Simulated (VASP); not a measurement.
# Ba (Fm-3m) in VASP: notebook

Ba is run at these levels: PBEsol; tasks: single point, relaxation of cell and atoms.

All numbers are computed with VASP 6.6.1; they aren't measurements. Logs are shortened: lines on timing, memory, paths and dates and some standing lists are left out, and cuts for length are marked.

### 1 The cell of the first run

It takes space group Fm-3m (No. 225, cubic). The conventional cell has a = 5.408 Å, b = 5.408 Å, c = 5.408 Å, α = 90.00°, β = 90.00°, γ = 90.00°. Ba (site symmetry m-3m) has 12 Ba at 3.82 Å within 5.0 Å.

This isn't the form of Ba at room conditions, which is bcc.

### 2 Single point, PBEsol

File INCAR:

```
SYSTEM = Ba
ALGO     = Normal         ! electronic algorithm
EDIFF    = 1E-7           ! SCF threshold, eV
ENCUT    = 520            ! plane-wave cutoff, eV
GGA      = PS             ! functional
ISIF     = 2              ! what is computed and relaxed
ISMEAR   = -1             ! smearing method
LASPH    = .TRUE.         ! aspherical terms in the spheres
LCHARG   = .FALSE.        ! write CHGCAR
LREAL    = .FALSE.        ! projectors in reciprocal space
LWAVE    = .FALSE.        ! write WAVECAR
NBANDS   = 11             ! bands
NELM     = 80             ! most SCF steps
PREC     = Accurate       ! precision mode
SIGMA    = 0.1            ! smearing width, eV
```

File KPOINTS:

```
k-points
0
G
  16 16 16
  0 0 0
```

File POSCAR:

```
Ba
1.0
    0.0000000000      2.7041506443      2.7041506443
    2.7041506443      0.0000000000      2.7041506443
    2.7041506443      2.7041506443      0.0000000000
Ba
1
Direct
    0.0000000000      0.0000000000      0.0000000000
```

Potentials or basis: VASP PAW PBE potentials, release 64 (Ba_sv).

On the command line:

```bash
$ cat potpaw_PBE.64/Ba_sv/POTCAR > POTCAR
$ mpirun -np 1 vasp_std > vasp.out
```

OUTCAR:

```text
SYSTEM = Ba
   EDIFF = 1E-7
   ENCUT = 520
   GGA = PS
   ISIF = 2
   ISMEAR = -1
   LASPH = .TRUE.
   LREAL = .FALSE.
   NELM = 80
   PREC = Accurate

 ion  position               nearest neighbor table
   1  0.000  0.000  0.000-

  LATTYP: Found a face centered cubic cell.
 ALAT       =     5.4083012886

  Lattice vectors:

 A1 = (   0.0000000000,   2.7041506443,   2.7041506443)
 A2 = (   2.7041506443,   0.0000000000,   2.7041506443)
 A3 = (   2.7041506443,   2.7041506443,   0.0000000000)

Analysis of symmetry for initial positions (statically):
=====================================================================
 Subroutine PRICEL returns:
 Original cell was already a primitive cell.

 Routine SETGRP: Setting up the symmetry group for a
 face centered cubic supercell.

 Subroutine GETGRP returns: Found 48 space group operations
 (whereof 48 operations were pure point group operations)
 out of a pool of 48 trial point group operations.

The static configuration has the point symmetry O_h .

Analysis of symmetry for dynamics (positions and initial velocities):
=====================================================================
 Subroutine PRICEL returns:
 Original cell was already a primitive cell.

 Routine SETGRP: Setting up the symmetry group for a
 face centered cubic supercell.

 Subroutine GETGRP returns: Found 48 space group operations
 (whereof 48 operations were pure point group operations)
 out of a pool of 48 trial point group operations.

The dynamic configuration has the point symmetry O_h .

 Subroutine INISYM returns: Found 48 space group operations
 (whereof 48 operations are pure point group operations),
 and found     1 'primitive' translations

----------------------------------------------------------------------------------------

                                     Primitive cell

  volume of cell :      39.5478

  direct lattice vectors                    reciprocal lattice vectors
     0.000000000  2.704150644  2.704150644    -0.184900941  0.184900941  0.184900941
     2.704150644  0.000000000  2.704150644     0.184900941 -0.184900941  0.184900941
     2.704150644  2.704150644  0.000000000     0.184900941  0.184900941 -0.184900941

  length of vectors
     3.824246516  3.824246516  3.824246516     0.320257825  0.320257825  0.320257825

  position of ions in fractional coordinates (direct lattice)
     0.000000000  0.000000000  0.000000000

  ion indices of the primitive-cell ions
   primitive index   ion index
                 1           1

----------------------------------------------------------------------------------------

 KPOINTS: k-points

Automatic generation of k-mesh.
 Grid dimensions read from file:
 generate k-points for:   16   16   16

 Generating k-lattice:

  Cartesian coordinates                     Fractional coordinates (reciprocal lattice)
    -0.011556309  0.011556309  0.011556309     0.062500000  0.000000000  0.000000000
     0.011556309 -0.011556309  0.011556309     0.000000000  0.062500000  0.000000000
     0.011556309  0.011556309 -0.011556309     0.000000000  0.000000000  0.062500000

  Length of vectors
     0.020016114  0.020016114  0.020016114

  Shift w.r.t. Gamma in fractional coordinates (k-lattice)
     0.000000000  0.000000000  0.000000000

 Subroutine IBZKPT returns following result:
 ===========================================

 Found    145 irreducible k-points:

 Following reciprocal coordinates:
            Coordinates               Weight
  0.000000  0.000000  0.000000      1.000000
  0.062500  0.000000  0.000000      8.000000
  0.125000  0.000000  0.000000      8.000000
  0.187500  0.000000  0.000000      8.000000
  0.250000  0.000000  0.000000      8.000000
  0.312500  0.000000  0.000000      8.000000
[... 16 lines left out ...]
 -0.125000  0.062500  0.000000     24.000000
 -0.062500  0.062500  0.000000     12.000000
 [... further k-points ...]
   k-points           NKPTS =    145   k-points in BZ     NKDIM =    145   number of bands    NBANDS=     11
   number of dos      NEDOS =    301   number of ions     NIONS =      1
   total plane-waves  NPLWV =  21952
   dimension x,y,z NGX =    28 NGY =   28 NGZ =   28
   dimension x,y,z NGXF=    56 NGYF=   56 NGZF=   56
   ions per type =               1
   NGX,Y,Z   is equivalent  to a cutoff of  12.17, 12.17, 12.17 a.u.
   NGXF,Y,Z  is equivalent  to a cutoff of  24.34, 24.34, 24.34 a.u.
 SYSTEM =  Ba
   PREC   = accura    normal or accurate (medium, high low for compatibility)
   ISTART =      0    job   : 0-new  1-cont  2-samecut
   ICHARG =      2    charge: 1-file 2-atom 10-const
   ISPIN  =      1    spin polarized calculation?
   LNONCOLLINEAR =      F non collinear calculations
   LSORBIT =      F    spin-orbit coupling
   LASPH  =      T    aspherical Exc in radial PAW
   ENCUT  =  520.0 eV  38.22 Ry    6.18 a.u.   7.11  7.11  7.11*2*pi/ulx,y,z
   NELM   =     80;   NELMIN=  2; NELMDL= -5     # of ELM steps
   EDIFF  = 0.1E-06   stopping-criterion for ELM
   LREAL  =      F    real-space projection
   EDIFFG = 0.1E-05   stopping-criterion for IOM
   NSW    =      0    number of steps for IOM
   IBRION =     -1    ionic relax: 0-MD 1-quasi-New 2-CG
   NFREE  =      0    steps in history (QN), initial steepest desc. (CG)
   ISIF   =      2    stress and relaxation
   ISYM   =      2    0-nonsym 1-usesym 2-fastsym
   POTIM  = 0.5000    time-step for ionic-motion
   TEBEG  =    0.0;   TEEND  =   0.0 temperature during run
   PSTRESS=    0.0 pullay stress
   NELECT =      10.0000    total number of electrons
   NUPDOWN=      -1.0000    fix difference up-down
   EMIN   =  10.00;   EMAX   =-10.00  energy-range for DOS
   EFERMI =   0.00;   METHOD = LEGACY
   ISMEAR =    -1;   SIGMA  =   0.10  broadening in eV -4-tet -1-fermi 0-gaus
   EFERMI_NEDOS =   21; number of points for ismear=-14 and -15
   IALGO  =     38    algorithm
   IMIX   =      4    mixing-type and parameters
     AMIX     =   0.40;   BMIX     =  1.00
     AMIX_MAG =   1.60;   BMIX_MAG =  1.00
  volume/ion in A,a.u.               =      39.55       266.88
  Fermi-wavevector in a.u.,A,eV,Ry     =   1.035223  1.956288 14.581185  1.071687
  Thomas-Fermi vector in A             =   2.169556
   LORBIT       =      0    0 simple, 1 ext, 2 COOP (PROOUT), +10 PAW based schemes
   GGA     = PS    functional components
   LHFCALC =     F    Hartree Fock is set to
   AEXX    =    0.0000 exact exchange contribution
   IVDW    =     0    specifies the selected vdW correction
   LEPSILON=     F    determine dielectric tensor
   LRPA    =     F    only Hartree local field effects (RPA)
 non-spin polarized calculation
  energy-cutoff  :      520.00
  volume of cell :       39.55
 maximum number of plane-waves:      1090
   NGX = 15   NGY = 15   NGZ = 15

 number of electron      10.0000001 magnetization

 Free energy of the ion-electron system (eV)
  ---------------------------------------------------
  ext. energy  EPLUGINS =         0.00000000
  ---------------------------------------------------
  free energy    TOTEN  =        -1.89059746 eV

  energy without entropy =       -1.84399971  energy(sigma->0) =       -1.86729858

 E-fermi :   3.3982     XC(G=0):  -9.1907

 val. band max:        3.3965318895   @ k =  -0.4375   0.3750   0.0625
 cond. band min:       3.4234230682   @ k =   0.5000   0.3125   0.0000
 fundamental gap:      0.0268911787
 Fermi energy:         3.3981769465

 k-point     1 :       0.0000    0.0000    0.0000
  band No.  band energies     occupation
      1     -24.9466      2.00000
      2      -9.2402      2.00000
      3      -9.2402      2.00000
      4      -9.2402      2.00000
      5       0.7649      2.00000
      6       5.6283      0.00000
      7       5.6283      0.00000
      8       5.6283      0.00000
      9       8.2899      0.00000
     10       8.2899      0.00000
     11      10.4927      0.00000

 k-point     2 :       0.0625    0.0000    0.0000
  band No.  band energies     occupation
      1     -24.9368      2.00000
      2      -9.3232      2.00000
      3      -9.2491      2.00000
      4      -9.2491      2.00000
      5       0.8959      2.00000
      6       5.4886      0.00000
      7       5.6872      0.00000
      8       5.6872      0.00000
      9       8.1828      0.00000
     10       8.1828      0.00000
     11      10.7823      0.00000

 k-point     3 :       0.1250    0.0000    0.0000
  band No.  band energies     occupation
      1     -24.9084      2.00000
      2      -9.5511      2.00000
      3      -9.2744      2.00000
      4      -9.2744      2.00000
      5       1.2522      2.00000
      6       5.1833      0.00000
      7       5.8324      0.00000
      8       5.8324      0.00000
      9       7.9622      0.00000
     10       7.9622      0.00000
     11      11.4361      0.00000

 k-point     4 :       0.1875    0.0000    0.0000
  band No.  band energies     occupation
      1     -24.8655      2.00000
      2      -9.8716      2.00000
      3      -9.3117      2.00000
      4      -9.3117      2.00000
      5       1.7226      2.00000
      6       4.9275      0.00000
      7       5.9525      0.00000
      8       5.9525      0.00000
      9       7.8608      0.00000
     10       7.8608      0.00000
     11      11.4568      0.00000
[... 239 lines left out ...]
 k-point    22 :      -0.1875    0.0625    0.0000
  band No.  band energies     occupation
      1     -24.8418      2.00000
      2     -10.0020      2.00000
      3      -9.4009      2.00000
      4      -9.3038      2.00000
      5       1.9804      2.00000
      6       4.7825      0.00000
      7       5.9291      0.00000
      8       6.0419      0.00000
      9       7.4115      0.00000
     10       8.3771      0.00000
     11      11.6131      0.00000

 k-point    23 :      -0.1250    0.0625    0.0000
  band No.  band energies     occupation
      1     -24.8875      2.00000
      2      -9.6812      2.00000
      3      -9.3473      2.00000
      4      -9.2695      2.00000
      5       1.5076      2.00000
      6       4.9726      0.00000
      7       5.9345      0.00000
      8       5.9399      0.00000
      9       7.5106      0.00000
     10       8.2018      0.00000
     11      11.8500      0.00000

 k-point    24 :      -0.0625    0.0625    0.0000
  band No.  band energies     occupation
      1     -24.9207      2.00000
      2      -9.4374      2.00000
      3      -9.2938      2.00000
      4      -9.2502      2.00000
      5       1.1035      2.00000
      6       5.2735      0.00000
      7       5.7652      0.00000
      8       5.8133      0.00000
      9       7.8500      0.00000
     10       8.2238      0.00000
     11      11.2157      0.00000

 [... further k-points ...]

------------------------ aborting loop because EDIFF is reached ----------------------------------------

  FORCE on cell =-STRESS in cart. coord.  units (eV):
  Direction    XX          YY          ZZ          XY          YZ          ZX
  --------------------------------------------------------------------------------------
  -------------------------------------------------------------------------------------
  Total        1.3836632      1.3836632      1.3836632      0.0000000     -0.0000000      0.0000000
  in kB       56.0555143     56.0555143     56.0555143      0.0000000     -0.0000000      0.0000000
  external PRESSURE =      56.0555143 kB  Pullay stress =       0.0000000 kB

 VOLUME and BASIS-vectors are now :
 -----------------------------------------------------------------------------
  energy-cutoff  :      520.00
  volume of cell :       39.55
      direct lattice vectors                 reciprocal lattice vectors
     0.000000000  2.704150644  2.704150644    -0.184900941  0.184900941  0.184900941
     2.704150644  0.000000000  2.704150644     0.184900941 -0.184900941  0.184900941
     2.704150644  2.704150644  0.000000000     0.184900941  0.184900941 -0.184900941

 POSITION                                       TOTAL-FORCE (eV/Angst)
 -----------------------------------------------------------------------------------
      0.00000      0.00000      0.00000         0.000000      0.000000      0.000000
 -----------------------------------------------------------------------------------
    total drift:                                0.000000     -0.000000      0.000000

  FREE ENERGIE OF THE ION-ELECTRON SYSTEM (eV)
  ---------------------------------------------------
  free  energy   TOTEN  =        -1.8905974552 eV

  energy  without entropy=       -1.8439997058  energy(sigma->0) =       -1.86729858
```

Run time: 39 s. Hardware: 1 thread of Intel Xeon Platinum 8259CL at 2.50GHz (Skylake/Cascade Lake), shared host; peak memory 0.2 GiB.

Results:

```yaml
Free_energy: -1.8906 eV
Pressure: 5.6 GPa
Band_gap_on_the_k_mesh: zero (bands 5 and 6 overlap by 1.19 eV)
```

Caveat: the cell stands under pressure; the PAW data sets were made with another functional, which shifts forces and pressure a little; spin-orbit coupling is left out, which moves the levels of the heavy elements.

### 3 Relaxation of cell and atoms, PBEsol, target pressure 5 GPa, at which the enthalpy is minimised

This run uses another cell than the first one, of 58.65 Å³/atom.

File INCAR:

```
PREC = Accurate ; ENCUT = 600
EDIFF = 1E-6 ; ISMEAR = -1
SIGMA = 0.1 ; LREAL = False
LASPH = True ; NELM = 100
ALGO = Normal ; ISIF = 3
LWAVE = False ; LCHARG = False
GGA = PS ; IBRION = 2
NSW = 100 ; EDIFFG = -0.002
PSTRESS = 50.0
```

File KPOINTS:

```
Automatic mesh
0
Gamma
  16 16 16
```

File POSCAR:

```
Ba
1.0
    0.0000000000      3.0837889585      3.0837889585
    3.0837889585      0.0000000000      3.0837889585
    3.0837889585      3.0837889585      0.0000000000
Ba
1
Direct
    0.0000000000      0.0000000000      0.0000000000
```

Potentials or basis: VASP PAW PBE potentials, release 64 (Ba_sv).

On the command line:

```bash
$ cat potpaw_PBE.64/Ba_sv/POTCAR > POTCAR
$ mpirun -np 1 vasp_std > vasp.out
```

OUTCAR:

```text
PREC = Accurate
   ENCUT = 600
   EDIFF = 1E-6
   ISMEAR = -1
   LREAL = False
   LASPH = True
   NELM = 100
   ISIF = 3
   GGA = PS
   IBRION = 2
   NSW = 100
   EDIFFG = -0.002
   PSTRESS = 50.0

 ion  position               nearest neighbor table
   1  0.000  0.000  0.000-

  LATTYP: Found a face centered cubic cell.
 ALAT       =     6.1675779170

  Lattice vectors:

 A1 = (   0.0000000000,   3.0837889585,   3.0837889585)
 A2 = (   3.0837889585,   0.0000000000,   3.0837889585)
 A3 = (   3.0837889585,   3.0837889585,   0.0000000000)

Analysis of symmetry for initial positions (statically):
=====================================================================
 Subroutine PRICEL returns:
[... 225 lines left out ...]
      9       7.3028      0.00000
[... 345 lines left out ...]
  energy  without entropy=       -1.9005373403  energy(sigma->0) =       -1.92412128

  enthalpy is  TOTEN    =        -0.6580540844 eV   P V=        1.2896511291

[... ionic steps 4 to 14 ...]

--------------------------------------- Ionic step       15  -------------------------------------------

 number of electron      10.0000000 magnetization

------------------------ aborting loop because EDIFF is reached ----------------------------------------
[... 69 lines left out ...]
--------------------------------------- Ionic step       17  -------------------------------------------

 number of electron      10.0000000 magnetization

 Free energy of the ion-electron system (eV)
  ---------------------------------------------------
  ext. energy  EPLUGINS =         0.00000000
  ---------------------------------------------------
  free energy    TOTEN  =        -1.92973398 eV

  energy without entropy =       -1.88274559  energy(sigma->0) =       -1.90623978

 E-fermi :   3.2570     XC(G=0):  -9.0732

 val. band max:        3.2322232250   @ k =   0.4375   0.3125   0.0625
 cond. band min:       3.2636587921   @ k =  -0.3750   0.3125   0.1250
 fundamental gap:      0.0314355671
 Fermi energy:         3.2570084739

 k-point     1 :       0.0000    0.0000    0.0000
  band No.  band energies     occupation
      1     -25.0921      2.00000
      2      -9.4594      2.00000
      3      -9.4594      2.00000
      4      -9.4594      2.00000
      5       0.5815      2.00000
      6       5.4627      0.00000
      7       5.4627      0.00000
      8       5.4627      0.00000
      9       8.0403      0.00000
[... 308 lines left out ...]
  energy  without entropy=       -1.8827455889  energy(sigma->0) =       -1.90623978

  enthalpy is  TOTEN    =        -0.6586034709 eV   P V=        1.2711305061

 reached required accuracy - stopping structural energy minimisation
```

CONTCAR:

```text
Ba
   1.00000000000000
    -0.0000000000000000    2.7308650625247175    2.7308650625247175
     2.7308650625247175   -0.0000000000000000    2.7308650625247175
     2.7308650625247175    2.7308650625247175    0.0000000000000000
  Ba
     1
Direct
     0.0000000000000000    0.0000000000000000    0.0000000000000000

  0.00000000E+00  0.00000000E+00  0.00000000E+00
```

Run time: 6.7 min. Hardware: 1 thread of Intel Xeon Platinum 8259CL at 2.50GHz (Skylake/Cascade Lake), shared host; peak memory 0.29 GiB.

Results:

```yaml
Free_energy: -1.9297 eV
Relaxed_volume: 40.73 Å³/atom
Relaxed_cell: a = 3.862 Å, b = 3.862 Å, c = 3.862 Å, α = 60.00°, β = 60.00°, γ = 60.00°
Space_group_after_relaxing_to_0.1_Å: Fm-3m (No. 225)
Energy_change_on_relaxing_the_run_minimises_the_enthalpy: +228.6 meV/atom
Ionic_steps: 17
Pressure_after_relaxing: 5.0 GPa
Band_gap_on_the_k_mesh: zero (bands 5 and 6 overlap by 1.13 eV)
```

Step by step:
| step | energy change (eV) | largest force (eV/Å) | pressure (GPa) | volume (Å³) |
| --- | --- | --- | --- | --- |
| 1 | 0.0000 | 0.0000 | 0.07 | 58.65 |
| 2 | 0.1284 | 0.0000 | 3.35 | 44.62 |
| 3 | 0.2107 | 0.0000 | 4.69 | 41.32 |
| 4 | 0.2308 | 0.0000 | 5.03 | 40.66 |
| 5 | 0.2210 | 0.0000 | 4.87 | 40.98 |
| 6 | 0.2211 | 0.0000 | 4.85 | 40.97 |
| 7 | 0.2215 | 0.0000 | 4.90 | 40.96 |
| 8 | 0.2215 | 0.0000 | 4.90 | 40.96 |
| 9 | 0.2215 | 0.0000 | 4.87 | 40.96 |
| 10 | 0.2215 | 0.0000 | 4.88 | 40.96 |
| 11 | 0.2216 | 0.0000 | 4.87 | 40.96 |
| 12 | 0.2217 | 0.0000 | 4.87 | 40.96 |
| 13 | 0.2219 | 0.0000 | 4.89 | 40.95 |
| 14 | 0.2224 | 0.0000 | 4.90 | 40.93 |
| 15 | 0.2233 | 0.0000 | 4.91 | 40.91 |
| 16 | 0.2250 | 0.0000 | 4.94 | 40.85 |
| 17 | 0.2286 | 0.0000 | 5.00 | 40.73 |

Final structure:
```cif
data_structure
_symmetry_space_group_name_H-M 'P 1'
_symmetry_Int_Tables_number 1
_cell_length_a 3.8620
_cell_length_b 3.8620
_cell_length_c 3.8620
_cell_angle_alpha 60.000
_cell_angle_beta 60.000
_cell_angle_gamma 60.000
_cell_volume 40.73
loop_
_atom_site_label
_atom_site_type_symbol
_atom_site_fract_x
_atom_site_fract_y
_atom_site_fract_z
_atom_site_occupancy
Ba1 Ba 0.00000 0.00000 0.00000 1
```

Caveat: the cell is relaxed towards a set pressure, so the run minimises the enthalpy, not the energy; the volume moved by over 15 % at a fixed basis, so the end points are rough; the PAW data sets were made with another functional, which shifts forces and pressure a little; spin-orbit coupling is left out, which moves the levels of the heavy elements.
